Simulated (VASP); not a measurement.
# MgO (Fm-3m) in VASP: single point with PBE

Aim: the single point of MgO with PBE.

All numbers are computed with VASP 6.6.1; they aren't measurements. Logs are shortened: lines on timing, memory, paths and dates and some standing lists are left out, and cuts for length are marked.

### 1 The cell of the first run

The structure is cubic, space group Fm-3m (No. 225). The conventional cell has a = 4.202 Å, b = 4.202 Å, c = 4.202 Å, α = 90.00°, β = 90.00°, γ = 90.00°. Mg (site symmetry m-3m) has 6 O at 2.10 Å within 2.8 Å. O (site symmetry m-3m) has 6 Mg at 2.10 Å within 2.8 Å.

### 2 Single point, PBE

File INCAR:

```
ALGO = Normal
EDIFF = 1E-6
ENCUT = 840
GGA = PE
GGA_COMPAT = F
ISIF = 2
ISMEAR = 0
LASPH = T
LCHARG = T
LELF = T
LREAL = F
LVHAR = T
LWAVE = F
NBANDS = 15
NELM = 120
PREC = Accurate
SIGMA = 0.1
```

File KPOINTS:

```
k-points
0
Gamma
  8 8 8
```

File POSCAR:

```
MgO
1.0
    0.0000000000      2.1012357976      2.1012357976
    2.1012357976      0.0000000000      2.1012357976
    2.1012357976      2.1012357976      0.0000000000
Mg O
1 1
Direct
    0.0000000000      0.0000000000      0.0000000000
    0.5000000000      0.5000000000      0.5000000000
```

Potentials or basis: VASP PAW PBE potentials, release 64 (Mg_sv, O).

Run with:

```bash
cat potpaw_PBE.64/Mg_sv/POTCAR potpaw_PBE.64/O/POTCAR > POTCAR
mpirun -np 1 vasp_std > vasp.out
```

OUTCAR:

```text
EDIFF = 1E-6
   ENCUT = 840
   GGA = PE
   ISIF = 2
   ISMEAR = 0
   LASPH = T
   LREAL = F
   NELM = 120
   PREC = Accurate

 ion  position               nearest neighbor table
   1  0.000  0.000  0.000-   2 2.10   2 2.10   2 2.10   2 2.10   2 2.10   2 2.10
   2  0.500  0.500  0.500-   1 2.10   1 2.10   1 2.10   1 2.10   1 2.10   1 2.10

  LATTYP: Found a face centered cubic cell.
 ALAT       =     4.2024715952

  Lattice vectors:

 A1 = (   0.0000000000,   2.1012357976,   2.1012357976)
 A2 = (   2.1012357976,   0.0000000000,   2.1012357976)
 A3 = (   2.1012357976,   2.1012357976,   0.0000000000)

Analysis of symmetry for initial positions (statically):
=====================================================================
 Subroutine PRICEL returns:
 Original cell was already a primitive cell.

 Routine SETGRP: Setting up the symmetry group for a
 face centered cubic supercell.

 Subroutine GETGRP returns: Found 48 space group operations
 (whereof 48 operations were pure point group operations)
 out of a pool of 48 trial point group operations.

The static configuration has the point symmetry O_h .

Analysis of symmetry for dynamics (positions and initial velocities):
=====================================================================
 Subroutine PRICEL returns:
 Original cell was already a primitive cell.

 Routine SETGRP: Setting up the symmetry group for a
 face centered cubic supercell.

 Subroutine GETGRP returns: Found 48 space group operations
 (whereof 48 operations were pure point group operations)
 out of a pool of 48 trial point group operations.

The dynamic configuration has the point symmetry O_h .

 Subroutine INISYM returns: Found 48 space group operations
 (whereof 48 operations are pure point group operations),
 and found     1 'primitive' translations

----------------------------------------------------------------------------------------

                                     Primitive cell

  volume of cell :      18.5547

  direct lattice vectors                    reciprocal lattice vectors
     0.000000000  2.101235798  2.101235798    -0.237955207  0.237955207  0.237955207
     2.101235798  0.000000000  2.101235798     0.237955207 -0.237955207  0.237955207
     2.101235798  2.101235798  0.000000000     0.237955207  0.237955207 -0.237955207

  length of vectors
     2.971596163  2.971596163  2.971596163     0.412150509  0.412150509  0.412150509

  position of ions in fractional coordinates (direct lattice)
     0.000000000  0.000000000  0.000000000
     0.500000000  0.500000000  0.500000000

  ion indices of the primitive-cell ions
   primitive index   ion index
                 1           1
                 2           2

----------------------------------------------------------------------------------------

 KPOINTS: k-points

Automatic generation of k-mesh.
 Grid dimensions read from file:
 generate k-points for:    8    8    8

 Generating k-lattice:

  Cartesian coordinates                     Fractional coordinates (reciprocal lattice)
    -0.029744401  0.029744401  0.029744401     0.125000000  0.000000000  0.000000000
     0.029744401 -0.029744401  0.029744401     0.000000000  0.125000000  0.000000000
     0.029744401  0.029744401 -0.029744401     0.000000000  0.000000000  0.125000000

  Length of vectors
     0.051518814  0.051518814  0.051518814

  Shift w.r.t. Gamma in fractional coordinates (k-lattice)
     0.000000000  0.000000000  0.000000000

 Subroutine IBZKPT returns following result:
 ===========================================

 Found     29 irreducible k-points:

 Following reciprocal coordinates:
            Coordinates               Weight
  0.000000  0.000000  0.000000      1.000000
  0.125000  0.000000  0.000000      8.000000
  0.250000  0.000000  0.000000      8.000000
  0.375000  0.000000  0.000000      8.000000
  0.500000  0.000000  0.000000      4.000000
  0.125000  0.125000  0.000000      6.000000
[... 16 lines left out ...]
  0.500000  0.250000  0.125000     48.000000
 -0.375000  0.250000  0.125000     24.000000
 [... further k-points ...]
   k-points           NKPTS =     29   k-points in BZ     NKDIM =     29   number of bands    NBANDS=     15
   number of dos      NEDOS =    301   number of ions     NIONS =      2
   total plane-waves  NPLWV =  21952
   dimension x,y,z NGX =    28 NGY =   28 NGZ =   28
   dimension x,y,z NGXF=    56 NGYF=   56 NGZF=   56
   ions per type =               1   1
   NGX,Y,Z   is equivalent  to a cutoff of  15.66, 15.66, 15.66 a.u.
   NGXF,Y,Z  is equivalent  to a cutoff of  31.33, 31.33, 31.33 a.u.
 SYSTEM =  unknown system
   PREC   = accura    normal or accurate (medium, high low for compatibility)
   ISTART =      0    job   : 0-new  1-cont  2-samecut
   ICHARG =      2    charge: 1-file 2-atom 10-const
   ISPIN  =      1    spin polarized calculation?
   LNONCOLLINEAR =      F non collinear calculations
   LSORBIT =      F    spin-orbit coupling
   LASPH  =      T    aspherical Exc in radial PAW
   ENCUT  =  840.0 eV  61.74 Ry    7.86 a.u.   7.02  7.02  7.02*2*pi/ulx,y,z
   NELM   =    120;   NELMIN=  2; NELMDL= -5     # of ELM steps
   EDIFF  = 0.1E-05   stopping-criterion for ELM
   LREAL  =      F    real-space projection
   EDIFFG = 0.1E-04   stopping-criterion for IOM
   NSW    =      0    number of steps for IOM
   IBRION =     -1    ionic relax: 0-MD 1-quasi-New 2-CG
   NFREE  =      0    steps in history (QN), initial steepest desc. (CG)
   ISIF   =      2    stress and relaxation
   ISYM   =      2    0-nonsym 1-usesym 2-fastsym
   POTIM  = 0.5000    time-step for ionic-motion
   TEBEG  =    0.0;   TEEND  =   0.0 temperature during run
   PSTRESS=    0.0 pullay stress
   NELECT =      16.0000    total number of electrons
   NUPDOWN=      -1.0000    fix difference up-down
   EMIN   =  10.00;   EMAX   =-10.00  energy-range for DOS
   EFERMI =   0.00;   METHOD = LEGACY
   ISMEAR =     0;   SIGMA  =   0.10  broadening in eV -4-tet -1-fermi 0-gaus
   EFERMI_NEDOS =   21; number of points for ismear=-14 and -15
   IALGO  =     38    algorithm
   IMIX   =      4    mixing-type and parameters
     AMIX     =   0.40;   BMIX     =  1.00
     AMIX_MAG =   1.60;   BMIX_MAG =  1.00
  volume/ion in A,a.u.               =       9.28        62.61
  Fermi-wavevector in a.u.,A,eV,Ry     =   1.558225  2.944617 33.035812  2.428064
  Thomas-Fermi vector in A             =   2.661760
   LORBIT       =      0    0 simple, 1 ext, 2 COOP (PROOUT), +10 PAW based schemes
   GGA     = PE    functional components
   LHFCALC =     F    Hartree Fock is set to
   AEXX    =    0.0000 exact exchange contribution
   IVDW    =     0    specifies the selected vdW correction
   LEPSILON=     F    determine dielectric tensor
   LRPA    =     F    only Hartree local field effects (RPA)
 non-spin polarized calculation
 Gauss-broadening in eV      SIGMA  =   0.10
  energy-cutoff  :      840.00
  volume of cell :       18.55
 maximum number of plane-waves:      1036
   NGX = 13   NGY = 13   NGZ = 13

 number of electron      15.9999994 magnetization

 Free energy of the ion-electron system (eV)
  ---------------------------------------------------
  ext. energy  EPLUGINS =         0.00000000
  ---------------------------------------------------
  free energy    TOTEN  =       -11.87009808 eV

  energy without entropy =      -11.87009808  energy(sigma->0) =      -11.87009808

 E-fermi :   3.6617     XC(G=0): -11.4256

 val. band max:        2.9648236944   @ k =   0.0000   0.0000   0.0000
 cond. band min:       7.7712699728   @ k =   0.0000   0.0000   0.0000
 fundamental gap:      4.8064462784
 Fermi energy:         3.6616986982

 k-point     1 :       0.0000    0.0000    0.0000
  band No.  band energies     occupation
      1     -69.2792      2.00000
      2     -36.0034      2.00000
      3     -36.0034      2.00000
      4     -36.0034      2.00000
      5     -14.3184      2.00000
      6       2.9648      2.00000
      7       2.9648      2.00000
      8       2.9648      2.00000
      9       7.7713      0.00000
     10      18.8096      0.00000
     11      18.8096      0.00000
     12      18.8096      0.00000
     13      22.7408      0.00000
     14      24.5295      0.00000
     15      24.5295      0.00000

 k-point     2 :       0.1250    0.0000    0.0000
  band No.  band energies     occupation
      1     -69.2783      2.00000
      2     -36.0168      2.00000
      3     -36.0049      2.00000
      4     -36.0049      2.00000
      5     -14.1487      2.00000
      6       2.0103      2.00000
      7       2.8602      2.00000
      8       2.8602      2.00000
      9       8.6832      0.00000
     10      17.1284      0.00000
     11      19.1732      0.00000
     12      19.1732      0.00000
     13      23.5848      0.00000
     14      23.5848      0.00000
     15      24.9366      0.00000

 k-point     3 :       0.2500    0.0000    0.0000
  band No.  band energies     occupation
      1     -69.2752      2.00000
      2     -36.0486      2.00000
      3     -36.0081      2.00000
      4     -36.0081      2.00000
      5     -13.7084      2.00000
      6       0.2978      2.00000
      7       2.6191      2.00000
      8       2.6191      2.00000
      9      10.1266      0.00000
     10      15.5909      0.00000
     11      19.6871      0.00000
     12      19.6871      0.00000
     13      23.1915      0.00000
     14      23.1915      0.00000
     15      25.1263      0.00000
[... 343 lines left out ...]
 k-point    23 :       0.5000    0.2500    0.1250
  band No.  band energies     occupation
      1     -69.2705      2.00000
      2     -36.0714      2.00000
      3     -36.0323      2.00000
      4     -36.0174      2.00000
      5     -13.0192      2.00000
      6      -0.7547      2.00000
      7       1.2333      2.00000
      8       2.0899      2.00000
      9      12.5266      0.00000
     10      14.6733      0.00000
     11      16.9931      0.00000
     12      20.2138      0.00000
     13      22.7365      0.00000
     14      25.4729      0.00000
     15      29.1384      0.00000

 k-point    24 :      -0.3750    0.2500    0.1250
  band No.  band energies     occupation
      1     -69.2695      2.00000
      2     -36.0786      2.00000
      3     -36.0345      2.00000
      4     -36.0201      2.00000
      5     -12.8494      2.00000
      6      -1.0494      2.00000
      7       1.0247      2.00000
      8       1.9702      2.00000
      9      12.6923      0.00000
     10      15.2380      0.00000
     11      16.5603      0.00000
     12      19.9683      0.00000
     13      23.5825      0.00000
     14      25.1512      0.00000
     15      29.2695      0.00000

 [... further k-points ...]
[... 5 lines left out ...]
  --------------------------------------------------------------------------------------
  -------------------------------------------------------------------------------------
  Total        0.6904889      0.6904889      0.6904889     -0.0000000     -0.0000000     -0.0000000
  in kB       59.6228735     59.6228735     59.6228735     -0.0000000     -0.0000000     -0.0000000
  external PRESSURE =      59.6228735 kB  Pullay stress =       0.0000000 kB

 VOLUME and BASIS-vectors are now :
 -----------------------------------------------------------------------------
  energy-cutoff  :      840.00
  volume of cell :       18.55
      direct lattice vectors                 reciprocal lattice vectors
     0.000000000  2.101235798  2.101235798    -0.237955207  0.237955207  0.237955207
     2.101235798  0.000000000  2.101235798     0.237955207 -0.237955207  0.237955207
     2.101235798  2.101235798  0.000000000     0.237955207  0.237955207 -0.237955207

 POSITION                                       TOTAL-FORCE (eV/Angst)
 -----------------------------------------------------------------------------------
      0.00000      0.00000      0.00000        -0.000000      0.000000     -0.000000
      2.10124      2.10124      2.10124         0.000000     -0.000000      0.000000
 -----------------------------------------------------------------------------------
    total drift:                                0.000000      0.000000      0.000000

  FREE ENERGIE OF THE ION-ELECTRON SYSTEM (eV)
  ---------------------------------------------------
  free  energy   TOTEN  =       -11.8700980791 eV

  energy  without entropy=      -11.8700980791  energy(sigma->0) =      -11.87009808
```

Wall time 14 s (1 thread of Intel Xeon Platinum 8259CL at 2.50GHz (Skylake/Cascade Lake), shared host); peak memory 0.15 GiB.

What came out:

* Free energy: -11.8701 eV
* Pressure: 6.0 GPa
* Band gap on the k mesh: 4.81 eV

Levels at points of the mesh, in eV from the valence-band top:
```tsv
k point	band 6	band 7	band 8	band 9	band 10	band 11
(0.00, 0.00, 0.00)	0.00	0.00	0.00	4.81	15.84	15.84
(0.50, 0.00, 0.00)	-4.64	-0.66	-0.66	7.95	12.70	16.40
(0.50, 0.50, 0.00)	-4.08	-1.35	-1.35	9.13	10.08	13.18
```

Caveat: the cell stands under pressure.
